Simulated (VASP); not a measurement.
# Be3Te2Se (P-3m1) in VASP: a series of runs

Be3Te2Se is run at these levels: PBE; tasks: single point.

Everything below comes from runs of VASP 6.6.1. Logs are shortened: lines on timing, memory, paths and dates and some standing lists are left out, and cuts for length are marked.

### Step 1. The cell of the first run

It takes space group P-3m1 (No. 164, trigonal). Conventional cell: a = 3.995 Å, b = 3.995 Å, c = 8.037 Å, α = 90.00°, β = 90.00°, γ = 120.00°. Within 3.2 Å of Be (site symmetry 3m) lie 6 Be at 2.40 to 2.65 Å and 4 Te at 2.56 to 2.62 Å. Within 3.2 Å of Be (site symmetry -3m) lie 6 Be at 2.40 Å and 6 Te at 2.99 Å. Within 3.4 Å of Te (site symmetry 3m) lie 7 Be at 2.56 to 2.99 Å and 3 Se at 3.13 Å. Within 4.1 Å of Se (site symmetry -3m) lie 6 Te at 3.13 Å and 6 Se at 3.99 Å and 8 Be at 4.02 to 4.08 Å.

The cell was built from a structure type or drawn by symmetry, and may not be a known phase.

### Step 2. Single point, PBE

File INCAR:

```
SYSTEM = Be3Te2Se
PREC = Accurate
ENCUT = 600
EDIFF = 1E-6
ISMEAR = 0
SIGMA = 0.15
LREAL = .FALSE.
LASPH = .TRUE.
NELM = 120
ALGO = Normal
ISIF = 2
LWAVE = .FALSE.
LCHARG = .FALSE.
GGA = PE
NBANDS = 21
GGA_COMPAT = .FALSE.
```

File KPOINTS:

```
regular mesh
0
G
  3 3 2
  0 0 0
```

File POSCAR:

```
Be3Te2Se
1.0
    3.9949747939      0.0000000000      0.0000000000
   -1.9974873969      3.4597496590      0.0000000000
    0.0000000000      0.0000000000      8.0373420526
Be Te Se
3 2 1
Direct
    0.6666666667      0.3333333333      0.4187157663
    0.3333333333      0.6666666667      0.5812842337
    0.0000000000      0.0000000000      0.5000000000
    0.6666666667      0.3333333333      0.7370367715
    0.3333333333      0.6666666667      0.2629632285
    0.0000000000      0.0000000000      0.0000000000
```

Potentials or basis: VASP PAW PBE potentials, release 64 (Be, Te, Se).

Command:

```bash
cat potpaw_PBE.64/Be/POTCAR potpaw_PBE.64/Te/POTCAR potpaw_PBE.64/Se/POTCAR > POTCAR
mpirun -np 1 vasp_std > vasp.out
```

OUTCAR:

```text
SYSTEM = Be3Te2Se
   PREC = Accurate
   ENCUT = 600
   EDIFF = 1E-6
   ISMEAR = 0
   LREAL = .FALSE.
   LASPH = .TRUE.
   NELM = 120
   ISIF = 2
   GGA = PE

 ion  position               nearest neighbor table
   1  0.667  0.333  0.419-   4 2.56   5 2.62   5 2.62   5 2.62
   2  0.333  0.667  0.581-   5 2.56   4 2.62   4 2.62   4 2.62
   3  0.000  0.000  0.500-   4 2.99   5 2.99   5 2.99   4 2.99   4 2.99   5 2.99
   4  0.667  0.333  0.737-   1 2.56   2 2.62   2 2.62   2 2.62   3 2.99   3 2.99   3 2.99   6 3.13
                             6 3.13   6 3.13
   5  0.333  0.667  0.263-   2 2.56   1 2.62   1 2.62   1 2.62   3 2.99   3 2.99   3 2.99   6 3.13
                             6 3.13   6 3.13
   6  0.000  0.000  0.000-   4 3.13   5 3.13   5 3.13   4 3.13   4 3.13   5 3.13

  LATTYP: Found a hexagonal cell.
 ALAT       =     3.9949747939
 C/A-ratio  =     2.0118630197

  Lattice vectors:

 A1 = (   3.9949747939,   0.0000000000,   0.0000000000)
 A2 = (  -1.9974873969,   3.4597496590,   0.0000000000)
 A3 = (   0.0000000000,   0.0000000000,   8.0373420526)

Analysis of symmetry for initial positions (statically):
=====================================================================
 Subroutine PRICEL returns:
 Original cell was already a primitive cell.

 Routine SETGRP: Setting up the symmetry group for a
 hexagonal supercell.

 Subroutine GETGRP returns: Found 12 space group operations
 (whereof 12 operations were pure point group operations)
 out of a pool of 24 trial point group operations.

The static configuration has the point symmetry D_3d.

Analysis of symmetry for dynamics (positions and initial velocities):
=====================================================================
 Subroutine PRICEL returns:
 Original cell was already a primitive cell.

 Routine SETGRP: Setting up the symmetry group for a
 hexagonal supercell.

 Subroutine GETGRP returns: Found 12 space group operations
 (whereof 12 operations were pure point group operations)
 out of a pool of 24 trial point group operations.

The dynamic configuration has the point symmetry D_3d.

 Subroutine INISYM returns: Found 12 space group operations
 (whereof 12 operations are pure point group operations),
 and found     1 'primitive' translations

----------------------------------------------------------------------------------------

                                     Primitive cell

  volume of cell :     111.0890

  direct lattice vectors                    reciprocal lattice vectors
     3.994974794  0.000000000  0.000000000     0.250314470  0.144519127  0.000000000
    -1.997487397  3.459749659  0.000000000     0.000000000  0.289038254  0.000000000
     0.000000000  0.000000000  8.037342053     0.000000000  0.000000000  0.124419241

  length of vectors
     3.994974794  3.994974794  8.037342053     0.289038254  0.289038254  0.124419241

  position of ions in fractional coordinates (direct lattice)
     0.666666667  0.333333333  0.418715766
     0.333333333  0.666666667  0.581284234
     0.000000000  0.000000000  0.500000000
     0.666666667  0.333333333  0.737036772
     0.333333333  0.666666667  0.262963228
     0.000000000  0.000000000  0.000000000

  ion indices of the primitive-cell ions
   primitive index   ion index
                 1           1
                 2           2
                 3           3
                 4           4
                 5           5
                 6           6

----------------------------------------------------------------------------------------

 KPOINTS: regular mesh

Automatic generation of k-mesh.
 Grid dimensions read from file:
 generate k-points for:    3    3    2

 Generating k-lattice:

  Cartesian coordinates                     Fractional coordinates (reciprocal lattice)
     0.083438157  0.048173042  0.000000000     0.333333333  0.000000000  0.000000000
     0.000000000  0.096346085  0.000000000     0.000000000  0.333333333  0.000000000
     0.000000000  0.000000000  0.062209621     0.000000000  0.000000000  0.500000000

  Length of vectors
     0.096346085  0.096346085  0.062209621

  Shift w.r.t. Gamma in fractional coordinates (k-lattice)
     0.000000000  0.000000000  0.000000000

 Subroutine IBZKPT returns following result:
 ===========================================

 Found      6 irreducible k-points:

 Following reciprocal coordinates:
            Coordinates               Weight
  0.000000  0.000000  0.000000      1.000000
  0.333333  0.000000  0.000000      6.000000
  0.333333  0.333333  0.000000      2.000000
  0.000000  0.000000  0.500000      1.000000
  0.333333  0.000000  0.500000      6.000000
  0.333333  0.333333  0.500000      2.000000
   k-points           NKPTS =      6   k-points in BZ     NKDIM =      6   number of bands    NBANDS=     21
   number of dos      NEDOS =    301   number of ions     NIONS =      6
   total plane-waves  NPLWV =  65536
   dimension x,y,z NGX =    32 NGY =   32 NGZ =   64
   dimension x,y,z NGXF=    64 NGYF=   64 NGZF=  128
   ions per type =               3   2   1
   NGX,Y,Z   is equivalent  to a cutoff of  13.32, 13.32, 13.24 a.u.
   NGXF,Y,Z  is equivalent  to a cutoff of  26.63, 26.63, 26.48 a.u.
 SYSTEM =  Be3Te2Se
   PREC   = accura    normal or accurate (medium, high low for compatibility)
   ISTART =      0    job   : 0-new  1-cont  2-samecut
   ICHARG =      2    charge: 1-file 2-atom 10-const
   ISPIN  =      1    spin polarized calculation?
   LNONCOLLINEAR =      F non collinear calculations
   LSORBIT =      F    spin-orbit coupling
   LASPH  =      T    aspherical Exc in radial PAW
   ENCUT  =  600.0 eV  44.10 Ry    6.64 a.u.   7.98  7.98 16.05*2*pi/ulx,y,z
   NELM   =    120;   NELMIN=  2; NELMDL= -5     # of ELM steps
   EDIFF  = 0.1E-05   stopping-criterion for ELM
   LREAL  =      F    real-space projection
   EDIFFG = 0.1E-04   stopping-criterion for IOM
   NSW    =      0    number of steps for IOM
   IBRION =     -1    ionic relax: 0-MD 1-quasi-New 2-CG
   NFREE  =      0    steps in history (QN), initial steepest desc. (CG)
   ISIF   =      2    stress and relaxation
   ISYM   =      2    0-nonsym 1-usesym 2-fastsym
   POTIM  = 0.5000    time-step for ionic-motion
   TEBEG  =    0.0;   TEEND  =   0.0 temperature during run
   PSTRESS=    0.0 pullay stress
   NELECT =      24.0000    total number of electrons
   NUPDOWN=      -1.0000    fix difference up-down
   EMIN   =  10.00;   EMAX   =-10.00  energy-range for DOS
   EFERMI =   0.00;   METHOD = LEGACY
   ISMEAR =     0;   SIGMA  =   0.15  broadening in eV -4-tet -1-fermi 0-gaus
   EFERMI_NEDOS =   21; number of points for ismear=-14 and -15
   IALGO  =     38    algorithm
   IMIX   =      4    mixing-type and parameters
     AMIX     =   0.40;   BMIX     =  1.00
     AMIX_MAG =   1.60;   BMIX_MAG =  1.00
  volume/ion in A,a.u.               =      18.51       124.94
  Fermi-wavevector in a.u.,A,eV,Ry     =   0.982324  1.856324 13.129090  0.964961
  Thomas-Fermi vector in A             =   2.113398
   LORBIT       =      0    0 simple, 1 ext, 2 COOP (PROOUT), +10 PAW based schemes
   GGA     = PE    functional components
   LHFCALC =     F    Hartree Fock is set to
   AEXX    =    0.0000 exact exchange contribution
   IVDW    =     0    specifies the selected vdW correction
   LEPSILON=     F    determine dielectric tensor
   LRPA    =     F    only Hartree local field effects (RPA)
 non-spin polarized calculation
 Gauss-broadening in eV      SIGMA  =   0.15
  energy-cutoff  :      600.00
  volume of cell :      111.09
 maximum number of plane-waves:      3720
 NGX is ok and might be reduce to    32
   NGX = 15   NGY = 15   NGZ = 33

 number of electron      23.9999999 magnetization

 Free energy of the ion-electron system (eV)
  ---------------------------------------------------
  ext. energy  EPLUGINS =         0.00000000
  ---------------------------------------------------
  free energy    TOTEN  =       -18.70049735 eV

  energy without entropy =      -18.65884560  energy(sigma->0) =      -18.67967148

 E-fermi :   6.4337     XC(G=0):  -9.8413

 val. band max:        6.3945942418   @ k =   0.0000   0.0000   0.0000
 cond. band min:       6.4820938565   @ k =   0.3333   0.0000   0.5000
 fundamental gap:      0.0874996147
 Fermi energy:         6.4336727305

 k-point     1 :       0.0000    0.0000    0.0000
  band No.  band energies     occupation
      1      -7.5880      2.00000
      2      -6.1629      2.00000
      3      -5.3605      2.00000
      4       0.3771      2.00000
      5       2.2320      2.00000
      6       4.2957      2.00000
[... 13 lines left out ...]
     20      11.4154      0.00000
     21      11.5958      0.00000

 k-point     2 :       0.3333    0.0000    0.0000
  band No.  band energies     occupation
      1      -6.6819      2.00000
      2      -5.5653      2.00000
      3      -5.1034      2.00000
      4      -0.2585      2.00000
      5       0.5247      2.00000
      6       1.7189      2.00000
[... 13 lines left out ...]
     20      11.9340      0.00000
     21      12.3332      0.00000

 k-point     3 :       0.3333    0.3333    0.0000
  band No.  band energies     occupation
      1      -5.6265      2.00000
      2      -5.3531      2.00000
      3      -5.3531      2.00000
      4       0.1393      2.00000
      5       0.4456      2.00000
      6       0.4456      2.00000
[... 13 lines left out ...]
     20      12.7575      0.00000
     21      12.7575      0.00000

 k-point     4 :       0.0000    0.0000    0.5000
  band No.  band energies     occupation
      1      -7.3152      2.00000
      2      -6.9031      2.00000
      3      -4.6157      2.00000
      4      -0.6838      2.00000
      5       3.8809      2.00000
      6       4.1705      2.00000
[... 13 lines left out ...]
     20      11.5925      0.00000
     21      12.0581      0.00000

 k-point     5 :       0.3333    0.0000    0.5000
  band No.  band energies     occupation
      1      -6.4900      2.00000
      2      -6.0727      2.00000
      3      -4.7458      2.00000
      4      -0.1529      2.00000
      5       0.5215      2.00000
      6       1.6448      2.00000
[... 13 lines left out ...]
     20      12.4344      0.00000
     21      12.9724      0.00000

 k-point     6 :       0.3333    0.3333    0.5000
  band No.  band energies     occupation
      1      -5.6226      2.00000
      2      -5.3492      2.00000
      3      -5.3492      2.00000
      4      -0.2395      2.00000
      5       0.0871      2.00000
      6       0.0871      2.00000
[... 13 lines left out ...]
     20      12.2908      0.00000
     21      12.2908      0.00000

------------------------ aborting loop because EDIFF is reached ----------------------------------------

  FORCE on cell =-STRESS in cart. coord.  units (eV):
  Direction    XX          YY          ZZ          XY          YZ          ZX
  --------------------------------------------------------------------------------------
  -------------------------------------------------------------------------------------
  Total        0.1122711      0.1122711     -0.0592354      0.0000000      0.0000000      0.0000000
  in kB        1.6192254      1.6192254     -0.8543207      0.0000000      0.0000000      0.0000000
  external PRESSURE =       0.7947101 kB  Pullay stress =       0.0000000 kB

 VOLUME and BASIS-vectors are now :
 -----------------------------------------------------------------------------
  energy-cutoff  :      600.00
  volume of cell :      111.09
      direct lattice vectors                 reciprocal lattice vectors
     3.994974794  0.000000000  0.000000000     0.250314470  0.144519127  0.000000000
    -1.997487397  3.459749659  0.000000000     0.000000000  0.289038254  0.000000000
     0.000000000  0.000000000  8.037342053     0.000000000  0.000000000  0.124419241

 POSITION                                       TOTAL-FORCE (eV/Angst)
 -----------------------------------------------------------------------------------
      1.99749      1.15325      3.36536        -0.000000      0.000000      0.025234
     -0.00000      2.30650      4.67198        -0.000000      0.000000     -0.025234
      0.00000      0.00000      4.01867        -0.000000      0.000000      0.000000
      1.99749      1.15325      5.92382         0.000000     -0.000000      0.048090
     -0.00000      2.30650      2.11353        -0.000000      0.000000     -0.048090
      0.00000      0.00000      0.00000        -0.000000      0.000000      0.000000
 -----------------------------------------------------------------------------------
    total drift:                                0.000000      0.000000     -0.000000

  FREE ENERGIE OF THE ION-ELECTRON SYSTEM (eV)
  ---------------------------------------------------
  free  energy   TOTEN  =       -18.7004973519 eV

  energy  without entropy=      -18.6588455983  energy(sigma->0) =      -18.67967148
```

It took 11 s on 1 thread of Intel Xeon 6975P-C (Granite Rapids), shared host; peak memory 0.24 GiB.

Results:

| Property | Result |
| --- | --- |
| Free energy | -18.7005 eV |
| Pressure | 0.1 GPa |
| Largest force | 0.048 eV/Å |
| Band gap on the k mesh | zero (bands 12 and 13 overlap by 0.38 eV) |

Forces on the atoms (eV/Å):
```
Be   0.000  0.000  0.025
Be   0.000  0.000 -0.025
Be   0.000  0.000  0.000
Te   0.000  0.000  0.048
Te   0.000  0.000 -0.048
Se   0.000  0.000  0.000
```

Stress tensor (GPa, compression positive):
```
 0.16  0.00  0.00
 0.00  0.16  0.00
 0.00  0.00 -0.09
```

Levels at points of the mesh, in eV from the Fermi level:
| k point | band 9 | band 10 | band 11 | band 12 | band 13 | band 14 | band 15 | band 16 |
| --- | --- | --- | --- | --- | --- | --- | --- | --- |
| (0.00, 0.00, 0.00) | -1.74 | -0.04 | -0.04 | 0.20 | 0.41 | 0.41 | 1.83 | 1.89 |
| (0.00, 0.00, 0.50) | -1.30 | -1.01 | -0.61 | -0.61 | 0.36 | 0.36 | 1.26 | 2.00 |

Caveat: the k points lie up to 0.61 Å⁻¹ apart; semilocal functionals underestimate gaps, so a narrow gap can read as zero; spin-orbit coupling is left out, which moves the levels of the heavy elements.

### Step 3. Single point, PBE

This run uses another cell than the first one, of 18.00 Å³/atom.

File INCAR:

```
PREC = Accurate
ENCUT = 600
EDIFF = 1E-6
ISMEAR = 0
SIGMA = 0.15
LREAL = False
LASPH = True
NELM = 120
ALGO = Normal
ISIF = 2
LWAVE = False
LCHARG = False
GGA = PE
NBANDS = 21
GGA_COMPAT = False
```

File KPOINTS:

```
regular mesh
0
Gamma
  4 4 2
```

File POSCAR:

```
Be3Te2Se
1.0
    3.7139474199     -0.0000000030      0.0000000000
   -1.8569737073      3.2163728155      0.0000000000
    0.0000000000      0.0000000000      9.0408240556
Be Te Se
3 2 1
Direct
    0.3333333333      0.6666666667      0.6512421619
    0.0000000000      0.0000000000      0.0000000000
    0.6666666667      0.3333333333      0.3487578381
    0.3333333333      0.6666666667      0.1729414470
    0.6666666667      0.3333333333      0.8270585530
    0.0000000000      0.0000000000      0.5000000000
```

Potentials or basis: VASP PAW PBE potentials, release 64 (Be, Te, Se).

Command:

```bash
cat potpaw_PBE.64/Be/POTCAR potpaw_PBE.64/Te/POTCAR potpaw_PBE.64/Se/POTCAR > POTCAR
mpirun -np 1 vasp_std > vasp.out
```

Wall time 14 s (1 thread of Intel Xeon 6975P-C (Granite Rapids), shared host); peak memory 0.24 GiB.

Results (log left out):

```yaml
Free_energy: -20.5123 eV
Pressure: 0.0 GPa
Largest_force: 0.029 eV/Å
Band_gap_on_the_k_mesh: zero (bands 12 and 13 overlap by 0.85 eV)
```

Forces on the atoms (eV/Å):
```
Be   0.000  0.000 -0.029
Be   0.000  0.000  0.000
Be   0.000  0.000  0.029
Te   0.000  0.000 -0.009
Te   0.000  0.000  0.009
Se   0.000  0.000  0.000
```

Stress tensor (GPa, compression positive):
```
-0.04  0.00  0.00
 0.00 -0.04  0.00
 0.00  0.00  0.07
```

Levels at points of the mesh, in eV from the Fermi level:
| k point | band 9 | band 10 | band 11 | band 12 | band 13 | band 14 | band 15 | band 16 |
| --- | --- | --- | --- | --- | --- | --- | --- | --- |
| (0.00, 0.00, 0.00) | -0.12 | -0.12 | -0.08 | -0.08 | 1.71 | 3.00 | 3.00 | 3.18 |
| (0.50, 0.00, 0.00) | -2.62 | -2.43 | -1.85 | -1.32 | -0.89 | 1.44 | 1.58 | 3.18 |
| (0.00, 0.00, 0.50) | -0.14 | -0.14 | -0.03 | -0.03 | 2.03 | 2.33 | 2.33 | 3.66 |
| (0.50, 0.00, 0.50) | -3.28 | -2.52 | -0.52 | -0.46 | 0.12 | 0.20 | 2.40 | 2.43 |

Caveat: the k points lie up to 0.49 Å⁻¹ apart, too coarse for converged energies and pressures of a metal; spin-orbit coupling is left out, which moves the levels of the heavy elements.
